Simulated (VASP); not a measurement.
# ScAl (Pm-3m) in VASP: a series of runs

ScAl is run at these levels: PBEsol; tasks: single point, relaxation of cell and atoms.

All numbers are computed with VASP 6.6.1; they aren't measurements. Logs are shortened: lines on timing, memory, paths and dates and some standing lists are left out, and cuts for length are marked.

## (1) The cell of the first run

It takes space group Pm-3m (No. 221, cubic). The conventional cell has a = 3.325 Å, b = 3.325 Å, c = 3.325 Å, α = 90.00°, β = 90.00°, γ = 90.00°. Sc (site symmetry m-3m) has 8 Al at 2.88 Å and 6 Sc at 3.33 Å within 3.8 Å. Al (site symmetry m-3m) has 8 Sc at 2.88 Å and 6 Al at 3.33 Å within 3.8 Å.

## (2) Single point, PBEsol (volume scaled by 0.98)

INCAR reads:

```
PREC = Accurate
ENCUT = 500
EDIFF = 1E-6
ISMEAR = -1
SIGMA = 0.15
LREAL = False
LASPH = True
NELM = 120
ALGO = Normal
ISIF = 2
LWAVE = False
LCHARG = True
GGA = PS
LELF = True
LVHAR = True
NBANDS = 14
GGA_COMPAT = False
```

KPOINTS reads:

```
regular mesh
0
Gamma
  12 12 12
```

POSCAR reads:

```
ScAl
1.0
    3.3254203779      0.0000000000      0.0000000000
    0.0000000000      3.3254203779      0.0000000000
    0.0000000000      0.0000000000      3.3254203779
Sc Al
1 1
Direct
    0.5000000000      0.5000000000      0.5000000000
    0.0000000000      0.0000000000      0.0000000000
```

Potentials or basis: VASP PAW PBE potentials, release 64 (Sc_sv, Al).

Started as:

```console
$ cat potpaw_PBE.64/Sc_sv/POTCAR potpaw_PBE.64/Al/POTCAR > POTCAR
$ mpirun -np 1 vasp_std > vasp.out
```

OUTCAR:

```text
PREC = Accurate
   ENCUT = 500
   EDIFF = 1E-6
   ISMEAR = -1
   LREAL = False
   LASPH = True
   NELM = 120
   ISIF = 2
   GGA = PS

 ion  position               nearest neighbor table
   1  0.500  0.500  0.500-   2 2.88   2 2.88   2 2.88   2 2.88   2 2.88   2 2.88   2 2.88   2 2.88

   2  0.000  0.000  0.000-   1 2.88   1 2.88   1 2.88   1 2.88   1 2.88   1 2.88   1 2.88   1 2.88

  LATTYP: Found a simple cubic cell.
 ALAT       =     3.3254203779

  Lattice vectors:

 A1 = (   3.3254203779,   0.0000000000,   0.0000000000)
 A2 = (   0.0000000000,   3.3254203779,   0.0000000000)
 A3 = (   0.0000000000,   0.0000000000,   3.3254203779)

Analysis of symmetry for initial positions (statically):
=====================================================================
 Subroutine PRICEL returns:
 Original cell was already a primitive cell.

 Routine SETGRP: Setting up the symmetry group for a
 simple cubic supercell.

 Subroutine GETGRP returns: Found 48 space group operations
 (whereof 48 operations were pure point group operations)
 out of a pool of 48 trial point group operations.

The static configuration has the point symmetry O_h .

Analysis of symmetry for dynamics (positions and initial velocities):
=====================================================================
 Subroutine PRICEL returns:
 Original cell was already a primitive cell.

 Routine SETGRP: Setting up the symmetry group for a
 simple cubic supercell.

 Subroutine GETGRP returns: Found 48 space group operations
 (whereof 48 operations were pure point group operations)
 out of a pool of 48 trial point group operations.

The dynamic configuration has the point symmetry O_h .

 Subroutine INISYM returns: Found 48 space group operations
 (whereof 48 operations are pure point group operations),
 and found     1 'primitive' translations

----------------------------------------------------------------------------------------

                                     Primitive cell

  volume of cell :      36.7739

  direct lattice vectors                    reciprocal lattice vectors
     3.325420378  0.000000000  0.000000000     0.300713861  0.000000000  0.000000000
     0.000000000  3.325420378  0.000000000     0.000000000  0.300713861  0.000000000
     0.000000000  0.000000000  3.325420378     0.000000000  0.000000000  0.300713861

  length of vectors
     3.325420378  3.325420378  3.325420378     0.300713861  0.300713861  0.300713861

  position of ions in fractional coordinates (direct lattice)
     0.500000000  0.500000000  0.500000000
     0.000000000  0.000000000  0.000000000

  ion indices of the primitive-cell ions
   primitive index   ion index
                 1           1
                 2           2

----------------------------------------------------------------------------------------

 KPOINTS: regular mesh

Automatic generation of k-mesh.
 Grid dimensions read from file:
 generate k-points for:   12   12   12

 Generating k-lattice:

  Cartesian coordinates                     Fractional coordinates (reciprocal lattice)
     0.025059488  0.000000000  0.000000000     0.083333333  0.000000000  0.000000000
     0.000000000  0.025059488  0.000000000     0.000000000  0.083333333  0.000000000
     0.000000000  0.000000000  0.025059488     0.000000000  0.000000000  0.083333333

  Length of vectors
     0.025059488  0.025059488  0.025059488

  Shift w.r.t. Gamma in fractional coordinates (k-lattice)
     0.000000000  0.000000000  0.000000000

 Subroutine IBZKPT returns following result:
 ===========================================

 Found     84 irreducible k-points:

 Following reciprocal coordinates:
            Coordinates               Weight
  0.000000  0.000000  0.000000      1.000000
  0.083333  0.000000  0.000000      6.000000
  0.166667  0.000000  0.000000      6.000000
  0.250000  0.000000  0.000000      6.000000
  0.333333  0.000000  0.000000      6.000000
  0.416667  0.000000  0.000000      6.000000
[... 16 lines left out ...]
  0.333333  0.333333  0.000000     12.000000
  0.416667  0.333333  0.000000     24.000000
 [... further k-points ...]
   k-points           NKPTS =     84   k-points in BZ     NKDIM =     84   number of bands    NBANDS=     14
   number of dos      NEDOS =    301   number of ions     NIONS =      2
   total plane-waves  NPLWV =  13824
   dimension x,y,z NGX =    24 NGY =   24 NGZ =   24
   dimension x,y,z NGXF=    48 NGYF=   48 NGZF=   48
   ions per type =               1   1
   NGX,Y,Z   is equivalent  to a cutoff of  12.00, 12.00, 12.00 a.u.
   NGXF,Y,Z  is equivalent  to a cutoff of  24.00, 24.00, 24.00 a.u.
 SYSTEM =  unknown system
   PREC   = accura    normal or accurate (medium, high low for compatibility)
   ISTART =      0    job   : 0-new  1-cont  2-samecut
   ICHARG =      2    charge: 1-file 2-atom 10-const
   ISPIN  =      1    spin polarized calculation?
   LNONCOLLINEAR =      F non collinear calculations
[... 69 lines left out ...]
     10       9.1273      0.00000
     11      10.1992      0.00000
     12      10.1992      0.00000
     13      10.1992      0.00000
     14      15.1432      0.00000

 k-point     2 :       0.0833    0.0000    0.0000
  band No.  band energies     occupation
      1     -42.8078      2.00000
      2     -21.4996      2.00000
      3     -21.4838      2.00000
      4     -21.4838      2.00000
      5      -2.2238      2.00000
      6       5.4540      1.99104
      7       5.6028      1.97602
      8       8.7872      0.00000
      9       8.7872      0.00000
     10       9.1431      0.00000
     11       9.9150      0.00000
     12      10.6060      0.00000
     13      10.6060      0.00000
     14      14.9505      0.00000

 k-point     3 :       0.1667    0.0000    0.0000
  band No.  band energies     occupation
      1     -42.8045      2.00000
      2     -21.5389      2.00000
      3     -21.4803      2.00000
      4     -21.4803      2.00000
      5      -1.9184      2.00000
      6       5.0797      1.99926
      7       5.7550      1.93525
      8       8.2505      0.00000
      9       8.2505      0.00000
     10       9.1870      0.00000
     11       9.5013      0.00000
     12      11.3493      0.00000
     13      11.3493      0.00000
     14      14.4338      0.00000

 k-point     4 :       0.2500    0.0000    0.0000
  band No.  band energies     occupation
      1     -42.8000      2.00000
      2     -21.5922      2.00000
      3     -21.4755      2.00000
      4     -21.4755      2.00000
      5      -1.4242      2.00000
      6       4.3334      1.99999
      7       5.9831      1.73446
      8       7.7716      0.00009
      9       7.7716      0.00009
     10       9.2480      0.00000
     11       9.4495      0.00000
     12      12.1926      0.00000
     13      12.1926      0.00000
     14      13.7447      0.00000

 k-point     5 :       0.3333    0.0000    0.0000
  band No.  band energies     occupation
      1     -42.7955      2.00000
      2     -21.6448      2.00000
      3     -21.4707      2.00000
      4     -21.4707      2.00000
      5      -0.7641      2.00000
      6       3.3367      2.00000
      7       6.2416      1.07651
      8       7.4056      0.00099
      9       7.4056      0.00099
     10       9.3106      0.00000
     11       9.7468      0.00000
[... 276 lines left out ...]
 k-point    22 :       0.5000    0.2500    0.0000
  band No.  band energies     occupation
      1     -42.7822      2.00000
      2     -21.6807      2.00000
      3     -21.5660      2.00000
      4     -21.4566      2.00000
      5       0.9576      2.00000
      6       2.5708      2.00000
      7       5.6901      1.95751
      8       6.6363      0.15481
      9       7.4444      0.00077
     10       8.5046      0.00000
     11      10.2056      0.00000
     12      12.2585      0.00000
     13      12.4604      0.00000
     14      14.4063      0.00000

 k-point    23 :       0.3333    0.3333    0.0000
  band No.  band energies     occupation
      1     -42.7823      2.00000
      2     -21.6257      2.00000
      3     -21.6199      2.00000
      4     -21.4566      2.00000
      5       0.4423      2.00000
      6       4.0430      2.00000
      7       4.6657      1.99995
      8       6.8454      0.04078
      9       7.7629      0.00009
     10       8.1615      0.00001
     11      10.0519      0.00000
     12      11.1957      0.00000
     13      13.0246      0.00000
     14      14.0375      0.00000

 k-point    24 :       0.4167    0.3333    0.0000
  band No.  band energies     occupation
      1     -42.7790      2.00000
      2     -21.6593      2.00000
      3     -21.6173      2.00000
      4     -21.4532      2.00000
      5       0.9404      2.00000
      6       3.5332      2.00000
      7       4.8798      1.99980
      8       6.5652      0.23757
      9       7.6966      0.00014
     10       8.1408      0.00001
     11      10.1113      0.00000
     12      11.4613      0.00000
     13      12.4240      0.00000
     14      13.9905      0.00000

 [... further k-points ...]

------------------------ aborting loop because EDIFF is reached ----------------------------------------

  FORCE on cell =-STRESS in cart. coord.  units (eV):
  Direction    XX          YY          ZZ          XY          YZ          ZX
  --------------------------------------------------------------------------------------
  -------------------------------------------------------------------------------------
  Total        0.4204655      0.4204655      0.4204655     -0.0000000      0.0000000      0.0000000
  in kB       18.3189785     18.3189785     18.3189785     -0.0000000      0.0000000      0.0000000
  external PRESSURE =      18.3189785 kB  Pullay stress =       0.0000000 kB

 VOLUME and BASIS-vectors are now :
 -----------------------------------------------------------------------------
  energy-cutoff  :      500.00
  volume of cell :       36.77
      direct lattice vectors                 reciprocal lattice vectors
     3.325420378  0.000000000  0.000000000     0.300713861  0.000000000  0.000000000
     0.000000000  3.325420378  0.000000000     0.000000000  0.300713861  0.000000000
     0.000000000  0.000000000  3.325420378     0.000000000  0.000000000  0.300713861

 POSITION                                       TOTAL-FORCE (eV/Angst)
 -----------------------------------------------------------------------------------
      1.66271      1.66271      1.66271         0.000000      0.000000      0.000000
      0.00000      0.00000      0.00000         0.000000      0.000000      0.000000
 -----------------------------------------------------------------------------------
    total drift:                                0.000000     -0.000000     -0.000000

  FREE ENERGIE OF THE ION-ELECTRON SYSTEM (eV)
  ---------------------------------------------------
  free  energy   TOTEN  =       -11.6515550162 eV

  energy  without entropy=      -11.5786806515  energy(sigma->0) =      -11.61511783
```

It took 10 s on 1 thread of Intel Xeon 6975P-C (Granite Rapids), shared host; peak memory 0.16 GiB.

What came out:

```yaml
Free_energy: -11.6516 eV
Pressure: 1.8 GPa
Band_gap_on_the_k_mesh: zero (band 7 reaches 6.62 eV, above the bottom of band 8 at 5.43 eV)
```

Levels at points of the mesh, in eV from the Fermi level:
```
           k point  band 3  band 4  band 5  band 6  band 7  band 8  band 9  band 10  band 11  band 12
(0.00, 0.00, 0.00)  -27.75  -27.75   -8.59   -0.71   -0.71    2.86    2.86     2.86     3.93     3.93
(0.50, 0.00, 0.00)  -27.73  -27.73   -5.68   -4.63    0.28    0.84    0.84     3.11     4.04     6.11
(0.50, 0.50, 0.00)  -27.93  -27.71   -4.77   -1.83   -1.83   -0.84    1.61     1.61     3.91     5.25
(0.50, 0.50, 0.50)  -27.90  -27.90   -2.63   -2.63   -2.63   -0.23    3.05     3.05     3.05     3.99
```

Caveat: the cell differs from its parent crystal (volume scaled by 0.98); the PAW data sets were made with another functional, which shifts forces and pressure a little.

## (3) Single point, PBEsol (volume scaled by 1.02)

INCAR reads:

```
SYSTEM = ScAl
PREC = Accurate
ENCUT = 500
EDIFF = 1E-6
ISMEAR = -1
SIGMA = 0.15
LREAL = .False.
LASPH = .True.
NELM = 120
ALGO = Normal
ISIF = 2
LWAVE = .False.
LCHARG = .False.
GGA = PS
NBANDS = 14
GGA_COMPAT = .False.
```

KPOINTS reads:

```
regular mesh
0
Gamma
  12 12 12
  0 0 0
```

POSCAR reads:

```
ScAl
1.0
    3.3700622200      0.0000000000      0.0000000000
    0.0000000000      3.3700622200      0.0000000000
    0.0000000000      0.0000000000      3.3700622200
Sc Al
1 1
Direct
    0.5000000000      0.5000000000      0.5000000000
    0.0000000000      0.0000000000      0.0000000000
```

Potentials or basis: VASP PAW PBE potentials, release 64 (Sc_sv, Al).

Started as:

```console
$ cat potpaw_PBE.64/Sc_sv/POTCAR potpaw_PBE.64/Al/POTCAR > POTCAR
$ mpirun -np 1 vasp_std > vasp.out
```

Run time: 18 s. Hardware: 1 thread of Intel Xeon 6975P-C (Granite Rapids), shared host; peak memory 0.18 GiB.

It converged, with:

```yaml
Free_energy: -11.6535 eV
Pressure: -1.4 GPa
Band_gap_on_the_k_mesh: zero (band 7 reaches 6.31 eV, above the bottom of band 8 at 5.13 eV)
```

Levels at points of the mesh, in eV from the Fermi level:
```
           k point  band 5  band 6  band 7  band 8  band 9  band 10
(0.00, 0.00, 0.00)   -8.44   -0.65   -0.65    2.74    2.74     2.74
(0.50, 0.00, 0.00)   -5.64   -4.54    0.29    0.80    0.80     2.97
(0.50, 0.50, 0.00)   -4.68   -1.83   -1.83   -0.82    1.56     1.56
(0.50, 0.50, 0.50)   -2.52   -2.52   -2.52   -0.42    2.92     2.92
```

Caveat: the cell differs from its parent crystal (volume scaled by 1.02); the PAW data sets were made with another functional, which shifts forces and pressure a little.

## (4) Relaxation of cell and atoms, PBEsol, target pressure 15 GPa, at which the enthalpy is minimised

This run uses another cell than the first one, of 17.75 Å³/atom, 0.965 times its volume.

INCAR reads:

```
SYSTEM = ScAl
PREC     = Accurate       ! precision mode
ENCUT    = 500            ! plane-wave cutoff, eV
EDIFF    = 1E-7           ! SCF threshold, eV
ISMEAR   = -1             ! smearing method
SIGMA    = 0.15           ! smearing width, eV
LREAL    = .FALSE.        ! projectors in reciprocal space
LASPH    = .TRUE.         ! aspherical terms in the spheres
NELM     = 120            ! most SCF steps
ALGO     = Normal         ! electronic algorithm
ISIF     = 3              ! what is computed and relaxed
LWAVE    = .FALSE.        ! write WAVECAR
LCHARG   = .FALSE.        ! write CHGCAR
GGA      = PS             ! functional
IBRION   = 2              ! ionic algorithm
NSW      = 80             ! ionic steps
EDIFFG   = -0.001         ! ionic threshold
PSTRESS  = 150.0        
GGA_COMPAT= .FALSE.      
NELMIN   = 4
```

KPOINTS reads:

```
Automatic mesh
0
G
  12 12 12
  0 0 0
```

POSCAR reads:

```
ScAl
1.0
    3.2864339574      0.0000000000      0.0000000000
    0.0000000000      3.2864339574      0.0000000000
    0.0000000000      0.0000000000      3.2864339574
Sc Al
1 1
Direct
    0.5000000000      0.5000000000      0.5000000000
    0.0000000000      0.0000000000      0.0000000000
```

Started as:

```console
$ cat potpaw_PBE.64/Sc_sv/POTCAR potpaw_PBE.64/Al/POTCAR > POTCAR
$ mpirun -np 1 vasp_std > vasp.out
```

It took 35 s on 1 thread of Intel Xeon 6975P-C (Granite Rapids), shared host; peak memory 0.17 GiB.

It converged, with:

```
Free energy                                            : -11.4498 eV
Relaxed volume                                         : 16.32 Å³/atom
Relaxed cell                                           : a = 3.196 Å, b = 3.196 Å, c = 3.196 Å, α = 90.00°, β = 90.00°, γ = 90.00°
Space group after relaxing (to 0.05 Å)                 : Pm-3m (No. 221)
Energy change on relaxing (the enthalpy is what falls) : +86.9 meV/atom
Ionic steps                                            : 6
Pressure after relaxing                                : 15.0 GPa
Band gap on the k mesh                                 : zero (band 7 reaches 7.57 eV, above the bottom of band 8 at 6.36 eV)
```

The path:
```csv
step,energy change (eV),largest force (eV/Å),pressure (GPa),volume (Å³)
1,0.0000,0.0000,5.15,35.50
2,0.4926,0.0000,27.16,30.18
3,0.1707,0.0000,14.86,32.67
4,0.1758,0.0000,15.09,32.62
5,0.1722,0.0000,14.93,32.66
6,0.1739,0.0000,15.00,32.64
```

Final structure:
```yaml
crystal:
  lattice:
    - [3.19582, 0.00000, 0.00000]
    - [0.00000, 3.19582, 0.00000]
    - [0.00000, 0.00000, 3.19582]
  atoms:
    - { symbol: Sc, position: [0.50000, 0.50000, 0.50000] }
    - { symbol: Al, position: [0.00000, 0.00000, 0.00000] }
```

Levels at points of the mesh, in eV from the Fermi level:
```csv
k point,band 3,band 4,band 5,band 6,band 7,band 8,band 9,band 10,band 11
"(0.00, 0.00, 0.00)",-27.38,-27.38,-9.02,-0.93,-0.93,3.25,3.25,3.25,4.55
"(0.50, 0.00, 0.00)",-27.35,-27.35,-5.73,-4.88,0.23,0.94,0.94,3.55,4.67
"(0.50, 0.50, 0.00)",-27.66,-27.33,-5.02,-1.76,-1.76,-0.88,1.75,1.75,4.50
"(0.50, 0.50, 0.50)",-27.61,-27.61,-2.93,-2.93,-2.93,0.41,3.51,3.51,3.51
```

Caveat: the cell is relaxed towards a set pressure, so the enthalpy falls and the energy may rise; the PAW data sets were made with another functional, which shifts forces and pressure a little.

## (5) Overview

```tsv
task	cell	gap on the mesh (eV)	pressure (GPa)
single point	a = 3.325 Å, 2 atoms	none	1.8
single point	a = 3.370 Å, 2 atoms	none	-1.4
relaxation of cell and atoms	relaxed to 15 GPa from a = 3.286 Å, 2 atoms	none	15.0
```

Alike in all rows: level PBEsol; potentials or basis VASP PAW PBE potentials, release 64 (Sc_sv, Al); no spin polarisation; k mesh 12 × 12 × 12; cutoff (eV) 500; smearing fermi-dirac 0.15 eV.

Caveats: the PAW data sets were made with another functional, which shifts forces and pressure a little; the cell is relaxed towards a set pressure, so the enthalpy falls and the energy may rise (some runs).

Absolute energies hang on the potentials; compare differences alone.
